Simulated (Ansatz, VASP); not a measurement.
Two plane-wave programs on F

```
CELL_PARAMETERS angstrom
10.00000 0.00000 0.00000
0.00000 10.50000 0.00000
0.00000 0.00000 11.00000
ATOMIC_POSITIONS crystal
F 0.50000 0.50000 0.43648
F 0.50000 0.50000 0.56352
```

Alike in both runs: task single point; functional PBEsol; k mesh 1 × 1 × 1; occupations gaussian, width 0.01 eV; no spin polarisation.

```csv
,VASP,Ansatz
version,VASP 6.6.1,Ansatz 0.2.0
potentials or method,"VASP PAW PBE potentials, release 64 (F), cutoff 520 eV","scalar-relativistic, plane waves, PAW"
valence electrons in the cell,14,14
```

|  | VASP | Ansatz | Ansatz less VASP |
| --- | --- | --- | --- |
| gap on the k mesh at the Fermi level (eV) | 3.66 | 3.74 | +0.071 |
| rms of the force components (eV/Å) | 0.266 | 0.001 | -0.2655 |

VASP's potentials were made for PBE, not for PBEsol, and Ansatz warns of the same on its side. Atom by atom the forces differ by 0.267 eV/Å (rms over components). One of these differences is far larger than is usual between the two programs; its cause wasn't traced.
